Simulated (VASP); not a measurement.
# PbSe (P6_3/mmc) in VASP: a series of runs

Runs on PbSe. Level: PBE. Tasks: single point.

Everything below comes from runs of VASP 6.6.1. Logs are shortened: lines on timing, memory, paths and dates and some standing lists are left out, and cuts for length are marked.

### 1 The cell of the first run

The structure is hexagonal, space group P6_3/mmc (No. 194). Conventional cell: a = 4.308 Å, b = 4.308 Å, c = 7.576 Å, α = 90.00°, β = 90.00°, γ = 120.00°. Pb (site symmetry -3m) has 6 Se at 3.13 Å and 2 Pb at 3.79 Å within 4.1 Å. Se (site symmetry -6m2) has 6 Pb at 3.13 Å within 4.1 Å.

### 2 Single point, PBE

The input, INCAR:

```
SYSTEM = PbSe
PREC = Accurate ; ENCUT = 520
EDIFF = 1E-6 ; ISMEAR = -1
SIGMA = 0.02 ; LREAL = .FALSE.
LASPH = .TRUE. ; NELM = 100
ALGO = Normal ; ISIF = 2
LWAVE = .FALSE. ; LCHARG = .FALSE.
GGA = PE ; NBANDS = 28
```

The input, KPOINTS:

```
Automatic mesh
0
G
  6 6 4
  0 0 0
```

The input, POSCAR:

```
PbSe
1.0
    4.3084322926      0.0000000000      0.0000000000
   -2.1542161463      3.7312118159      0.0000000000
    0.0000000000      0.0000000000      7.5764433963
Pb Se
2 2
Direct
    0.0000000000      0.0000000000      0.0000000000
    0.0000000000      0.0000000000      0.5000000000
    0.3333333333      0.6666666667      0.2500000000
    0.6666666667      0.3333333333      0.7500000000
```

Potentials or basis: VASP PAW PBE potentials, release 64 (Pb_d, Se).

Started as:

```sh
cat potpaw_PBE.64/Pb_d/POTCAR potpaw_PBE.64/Se/POTCAR > POTCAR
mpirun -np 1 vasp_std > vasp.out
```

OUTCAR:

```text
SYSTEM = PbSe
   PREC = Accurate
   ENCUT = 520
   EDIFF = 1E-6
   ISMEAR = -1
   LREAL = .FALSE.
   LASPH = .TRUE.
   NELM = 100
   ISIF = 2
   GGA = PE

 ion  position               nearest neighbor table
   1  0.000  0.000  0.000-   3 3.13   4 3.13   4 3.13   3 3.13   4 3.13   3 3.13   2 3.79   2 3.79

   2  0.000  0.000  0.500-   3 3.13   4 3.13   4 3.13   3 3.13   4 3.13   3 3.13   1 3.79   1 3.79

   3  0.333  0.667  0.250-   1 3.13   2 3.13   1 3.13   2 3.13   1 3.13   2 3.13
   4  0.667  0.333  0.750-   1 3.13   2 3.13   1 3.13   2 3.13   1 3.13   2 3.13

  LATTYP: Found a hexagonal cell.
 ALAT       =     4.3084322926
 C/A-ratio  =     1.7585151354

  Lattice vectors:

 A1 = (   4.3084322926,   0.0000000000,   0.0000000000)
 A2 = (  -2.1542161463,   3.7312118159,   0.0000000000)
 A3 = (   0.0000000000,   0.0000000000,   7.5764433963)

Analysis of symmetry for initial positions (statically):
=====================================================================
 Subroutine PRICEL returns:
 Original cell was already a primitive cell.

 Routine SETGRP: Setting up the symmetry group for a
 hexagonal supercell.

 Subroutine GETGRP returns: Found 24 space group operations
 (whereof 12 operations were pure point group operations)
 out of a pool of 24 trial point group operations.

The static configuration has the point symmetry D_3d.
 The point group associated with its full space group is D_6h.

Analysis of symmetry for dynamics (positions and initial velocities):
=====================================================================
 Subroutine PRICEL returns:
 Original cell was already a primitive cell.

 Routine SETGRP: Setting up the symmetry group for a
 hexagonal supercell.

 Subroutine GETGRP returns: Found 24 space group operations
 (whereof 12 operations were pure point group operations)
 out of a pool of 24 trial point group operations.

The dynamic configuration has the point symmetry D_3d.
 The point group associated with its full space group is D_6h.

 Subroutine INISYM returns: Found 24 space group operations
 (whereof 12 operations are pure point group operations),
 and found     1 'primitive' translations

----------------------------------------------------------------------------------------

                                     Primitive cell

  volume of cell :     121.7964

  direct lattice vectors                    reciprocal lattice vectors
     4.308432293  0.000000000  0.000000000     0.232102986  0.134004721  0.000000000
    -2.154216146  3.731211816  0.000000000     0.000000000  0.268009443  0.000000000
     0.000000000  0.000000000  7.576443396     0.000000000  0.000000000  0.131988051

  length of vectors
     4.308432293  4.308432293  7.576443396     0.268009443  0.268009443  0.131988051

  position of ions in fractional coordinates (direct lattice)
     0.000000000  0.000000000  0.000000000
     0.000000000  0.000000000  0.500000000
     0.333333333  0.666666667  0.250000000
     0.666666667  0.333333333  0.750000000

  ion indices of the primitive-cell ions
   primitive index   ion index
                 1           1
                 2           2
                 3           3
                 4           4

----------------------------------------------------------------------------------------

 KPOINTS: Automatic mesh

Automatic generation of k-mesh.
 Grid dimensions read from file:
 generate k-points for:    6    6    4

 Generating k-lattice:

  Cartesian coordinates                     Fractional coordinates (reciprocal lattice)
     0.038683831  0.022334120  0.000000000     0.166666667 -0.000000000  0.000000000
     0.000000000  0.044668240  0.000000000     0.000000000  0.166666667  0.000000000
     0.000000000  0.000000000  0.032997013     0.000000000  0.000000000  0.250000000

  Length of vectors
     0.044668240  0.044668240  0.032997013

  Shift w.r.t. Gamma in fractional coordinates (k-lattice)
     0.000000000  0.000000000  0.000000000

 Subroutine IBZKPT returns following result:
 ===========================================

 Found     21 irreducible k-points:

 Following reciprocal coordinates:
            Coordinates               Weight
  0.000000  0.000000  0.000000      1.000000
  0.166667  0.000000  0.000000      6.000000
  0.333333 -0.000000  0.000000      6.000000
  0.500000 -0.000000  0.000000      3.000000
  0.166667  0.166667  0.000000      6.000000
  0.333333  0.166667  0.000000     12.000000
[... 13 lines left out ...]
  0.333333  0.166667  0.500000     12.000000
  0.333333  0.333333  0.500000      2.000000
   k-points           NKPTS =     21   k-points in BZ     NKDIM =     21   number of bands    NBANDS=     28
   number of dos      NEDOS =    301   number of ions     NIONS =      4
   total plane-waves  NPLWV =  57344
   dimension x,y,z NGX =    32 NGY =   32 NGZ =   56
   dimension x,y,z NGXF=    64 NGYF=   64 NGZF=  112
   ions per type =               2   2
   NGX,Y,Z   is equivalent  to a cutoff of  12.35, 12.35, 12.29 a.u.
   NGXF,Y,Z  is equivalent  to a cutoff of  24.70, 24.70, 24.58 a.u.
 SYSTEM =  PbSe
   PREC   = accura    normal or accurate (medium, high low for compatibility)
   ISTART =      0    job   : 0-new  1-cont  2-samecut
   ICHARG =      2    charge: 1-file 2-atom 10-const
   ISPIN  =      1    spin polarized calculation?
   LNONCOLLINEAR =      F non collinear calculations
   LSORBIT =      F    spin-orbit coupling
   LASPH  =      T    aspherical Exc in radial PAW
   ENCUT  =  520.0 eV  38.22 Ry    6.18 a.u.   8.01  8.01 14.09*2*pi/ulx,y,z
   NELM   =    100;   NELMIN=  2; NELMDL= -5     # of ELM steps
   EDIFF  = 0.1E-05   stopping-criterion for ELM
   LREAL  =      F    real-space projection
   EDIFFG = 0.1E-04   stopping-criterion for IOM
   NSW    =      0    number of steps for IOM
   IBRION =     -1    ionic relax: 0-MD 1-quasi-New 2-CG
   NFREE  =      0    steps in history (QN), initial steepest desc. (CG)
   ISIF   =      2    stress and relaxation
   ISYM   =      2    0-nonsym 1-usesym 2-fastsym
   POTIM  = 0.5000    time-step for ionic-motion
   TEBEG  =    0.0;   TEEND  =   0.0 temperature during run
   PSTRESS=    0.0 pullay stress
   NELECT =      40.0000    total number of electrons
   NUPDOWN=      -1.0000    fix difference up-down
   EMIN   =  10.00;   EMAX   =-10.00  energy-range for DOS
   EFERMI =   0.00;   METHOD = LEGACY
   ISMEAR =    -1;   SIGMA  =   0.02  broadening in eV -4-tet -1-fermi 0-gaus
   EFERMI_NEDOS =   21; number of points for ismear=-14 and -15
   IALGO  =     38    algorithm
   IMIX   =      4    mixing-type and parameters
     AMIX     =   0.40;   BMIX     =  1.00
     AMIX_MAG =   1.60;   BMIX_MAG =  1.00
  volume/ion in A,a.u.               =      30.45       205.48
  Fermi-wavevector in a.u.,A,eV,Ry     =   1.129492  2.134431 17.357674  1.275753
  Thomas-Fermi vector in A             =   2.266186
   LORBIT       =      0    0 simple, 1 ext, 2 COOP (PROOUT), +10 PAW based schemes
   GGA     = PE    functional components
   LHFCALC =     F    Hartree Fock is set to
   AEXX    =    0.0000 exact exchange contribution
   IVDW    =     0    specifies the selected vdW correction
   LEPSILON=     F    determine dielectric tensor
   LRPA    =     F    only Hartree local field effects (RPA)
 non-spin polarized calculation
  energy-cutoff  :      520.00
  volume of cell :      121.80
 maximum number of plane-waves:      3300
   NGX = 17   NGY = 17   NGZ = 29

 number of electron      40.0000000 magnetization

 Free energy of the ion-electron system (eV)
  ---------------------------------------------------
  ext. energy  EPLUGINS =         0.00000000
  ---------------------------------------------------
  free energy    TOTEN  =       -16.20330541 eV

  energy without entropy =      -16.20275428  energy(sigma->0) =      -16.20302984

 E-fermi :   4.7059     XC(G=0):  -9.2392

 val. band max:        4.6704341779   @ k =   0.3333   0.3333   0.0000
 cond. band min:       4.7537461990   @ k =   0.5000  -0.0000   0.0000
 fundamental gap:      0.0833120211
 Fermi energy:         4.7059059860

 k-point     1 :       0.0000    0.0000    0.0000
  band No.  band energies     occupation
      1     -12.5013      2.00000
      2     -12.4593      2.00000
      3     -12.4593      2.00000
      4     -12.4465      2.00000
      5     -12.4465      2.00000
      6     -12.4365      2.00000
[... 20 lines left out ...]
     27       9.9605      0.00000
     28      11.6104      0.00000

 k-point     2 :       0.1667    0.0000    0.0000
  band No.  band energies     occupation
      1     -12.4973      2.00000
      2     -12.4748      2.00000
      3     -12.4526      2.00000
      4     -12.4487      2.00000
      5     -12.4425      2.00000
      6     -12.4378      2.00000
[... 20 lines left out ...]
     27      10.0444      0.00000
     28      10.7879      0.00000

 k-point     3 :       0.3333   -0.0000    0.0000
  band No.  band energies     occupation
      1     -12.5132      2.00000
      2     -12.4889      2.00000
      3     -12.4546      2.00000
      4     -12.4494      2.00000
      5     -12.4467      2.00000
      6     -12.4231      2.00000
[... 20 lines left out ...]
     27       9.8015      0.00000
     28      12.3490      0.00000

 k-point     4 :       0.5000   -0.0000    0.0000
  band No.  band energies     occupation
      1     -12.5317      2.00000
      2     -12.4864      2.00000
      3     -12.4581      2.00000
      4     -12.4505      2.00000
      5     -12.4473      2.00000
      6     -12.4142      2.00000
[... 20 lines left out ...]
     27       9.9290      0.00000
     28      11.7256      0.00000

 k-point     5 :       0.1667    0.1667    0.0000
  band No.  band energies     occupation
      1     -12.4972      2.00000
      2     -12.4914      2.00000
      3     -12.4543      2.00000
      4     -12.4489      2.00000
      5     -12.4451      2.00000
      6     -12.4291      2.00000
[... 20 lines left out ...]
     27       9.8230      0.00000
     28      11.4292      0.00000

 k-point     6 :       0.3333    0.1667    0.0000
  band No.  band energies     occupation
      1     -12.5171      2.00000
      2     -12.4852      2.00000
      3     -12.4630      2.00000
      4     -12.4490      2.00000
      5     -12.4439      2.00000
      6     -12.4216      2.00000
[... 370 lines left out ...]
      5     -12.4261      2.00000
      6     -12.4261      2.00000
[... 20 lines left out ...]
     27      11.4173      0.00000
     28      11.4173      0.00000

 k-point    19 :       0.1667    0.1667    0.5000
  band No.  band energies     occupation
      1     -12.4677      2.00000
      2     -12.4677      2.00000
      3     -12.4388      2.00000
      4     -12.4388      2.00000
      5     -12.4321      2.00000
      6     -12.4321      2.00000
[... 20 lines left out ...]
     27      10.5994      0.00000
     28      10.5994      0.00000

 k-point    20 :       0.3333    0.1667    0.5000
  band No.  band energies     occupation
      1     -12.4792      2.00000
      2     -12.4792      2.00000
      3     -12.4376      2.00000
      4     -12.4376      2.00000
      5     -12.4323      2.00000
      6     -12.4323      2.00000
[... 20 lines left out ...]
     27      11.0963      0.00000
     28      11.0963      0.00000

 k-point    21 :       0.3333    0.3333    0.5000
  band No.  band energies     occupation
      1     -12.4737      2.00000
      2     -12.4737      2.00000
      3     -12.4415      2.00000
      4     -12.4415      2.00000
      5     -12.4267      2.00000
      6     -12.4267      2.00000
[... 20 lines left out ...]
     27      11.7599      0.00000
     28      11.7599      0.00000

------------------------ aborting loop because EDIFF is reached ----------------------------------------

  FORCE on cell =-STRESS in cart. coord.  units (eV):
  Direction    XX          YY          ZZ          XY          YZ          ZX
  --------------------------------------------------------------------------------------
  -------------------------------------------------------------------------------------
  Total       -0.0161790     -0.0161790     -0.0187785      0.0000000     -0.0000000      0.0000000
  in kB       -0.2128277     -0.2128277     -0.2470230      0.0000000     -0.0000000      0.0000000
  external PRESSURE =      -0.2242261 kB  Pullay stress =       0.0000000 kB

 VOLUME and BASIS-vectors are now :
 -----------------------------------------------------------------------------
  energy-cutoff  :      520.00
  volume of cell :      121.80
      direct lattice vectors                 reciprocal lattice vectors
     4.308432293  0.000000000  0.000000000     0.232102986  0.134004721  0.000000000
    -2.154216146  3.731211816  0.000000000     0.000000000  0.268009443  0.000000000
     0.000000000  0.000000000  7.576443396     0.000000000  0.000000000  0.131988051

 POSITION                                       TOTAL-FORCE (eV/Angst)
 -----------------------------------------------------------------------------------
      0.00000      0.00000      0.00000        -0.000000     -0.000000      0.000000
      0.00000      0.00000      3.78822        -0.000000     -0.000000      0.000000
     -0.00000      2.48747      1.89411         0.000000      0.000000     -0.000000
      2.15422      1.24374      5.68233        -0.000000     -0.000000     -0.000000
 -----------------------------------------------------------------------------------
    total drift:                                0.000000     -0.000000      0.000000

  FREE ENERGIE OF THE ION-ELECTRON SYSTEM (eV)
  ---------------------------------------------------
  free  energy   TOTEN  =       -16.2033054058 eV

  energy  without entropy=      -16.2027542787  energy(sigma->0) =      -16.20302984
```

It took 23 s on 1 thread of Intel Xeon 6975P-C (Granite Rapids), shared host; peak memory 0.26 GiB.

Results:

- Free energy: -16.2033 eV
- Pressure: 0.0 GPa
- Band gap on the k mesh: 0.08 eV, indirect (least direct gap 0.14 eV)

Levels at points of the mesh, in eV from the valence-band top:
| k point | band 17 | band 18 | band 19 | band 20 | band 21 | band 22 | band 23 | band 24 |
| --- | --- | --- | --- | --- | --- | --- | --- | --- |
| (0.00, 0.00, 0.00) | -1.81 | -1.37 | -1.37 | -0.05 | 0.09 | 2.86 | 2.86 | 2.94 |
| (0.50, 0.00, 0.00) | -2.97 | -1.51 | -1.46 | -0.95 | 0.08 | 1.55 | 2.47 | 3.71 |
| (0.00, 0.00, 0.50) | -1.59 | -1.59 | -1.54 | -1.54 | 2.32 | 2.32 | 2.79 | 2.79 |
| (0.50, 0.00, 0.50) | -2.60 | -2.60 | -2.40 | -2.40 | 2.40 | 2.40 | 2.75 | 2.75 |

Caveat: spin-orbit coupling is left out, which moves the levels of the heavy elements. A k mesh can miss the band edges.

[end of part 1 of 2]
